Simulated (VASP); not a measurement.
Wanted: the native input for a VASP 6.6.1 run.

| Item | Value |
| --- | --- |
| Task | relaxation of cell and atoms |
| Functional | PBE |
| Potentials or basis | VASP PAW PBE potentials, release 64 (Ba_sv, Te) |
| Cutoff | 600 eV |
| k mesh | 4 × 4 × 4 |
| Occupations | gaussian, width 0.2 eV |
| Spin | no spin polarisation |
| Dipole correction | no |
| Further INCAR settings | ALGO = Normal; EDIFF = 1e-06; IBRION = 2; EDIFFG = -0.08; NSW = 36; ISIF = 3 |

The structure of BaTe lies in POSCAR:

```
BaTe
1.0
    2.5635462300     -6.4714344300      0.0000000000
    2.5635462300      6.4714344300      0.0000000000
    0.0000000000      0.0000000000      4.8541718200
Ba Te
2 2
Direct
    0.8620000000      0.1380000000      0.2500000000
    0.1380000000      0.8620000000      0.7500000000
    0.5830000000      0.4170000000      0.2500000000
    0.4170000000      0.5830000000      0.7500000000
```

The cell was generated, and may not be a known phase.

These files were run (other wordings do the same):

INCAR

```
SYSTEM = BaTe
PREC = Accurate ; ENCUT = 600
EDIFF = 1E-6 ; ISMEAR = 0
SIGMA = 0.2 ; LREAL = .FALSE.
LASPH = .TRUE. ; NELM = 60
ALGO = Normal ; ISIF = 3
LWAVE = .FALSE. ; LCHARG = .FALSE.
GGA = PE ; IBRION = 2
NSW = 36 ; EDIFFG = -0.08
```

KPOINTS

```
regular mesh
0
G
  4 4 4
  0 0 0
```

Potentials or basis: VASP PAW PBE potentials, release 64 (Ba_sv, Te).

Command:

```bash
$ cat potpaw_PBE.64/Ba_sv/POTCAR potpaw_PBE.64/Te/POTCAR > POTCAR
$ mpirun -np 1 vasp_std > vasp.out
```

Results of the run:

```yaml
Relaxed_volume: 41.96 Å³/atom
Relaxed_cell: a = 7.101 Å, b = 7.101 Å, c = 5.445 Å, α = 90.00°, β = 90.00°, γ = 142.32°
Space_group_after_relaxing_to_0.1_Å: Cmcm (No. 63)
Energy_gained_by_relaxing: 362.4 meV/atom
Ionic_steps: 8
Pressure_after_relaxing: -0.1 GPa
Largest_force_after_relaxing: 0.015 eV/Å
Band_gap_on_the_k_mesh: 1.31 eV
```

Caveat: spin-orbit coupling is left out, which moves the levels of the heavy elements.

It took 5.5 min on 1 thread of Intel(R) Xeon(R) 6975P-C (Granite Rapids) (shared host), peak memory 0.41 GiB.
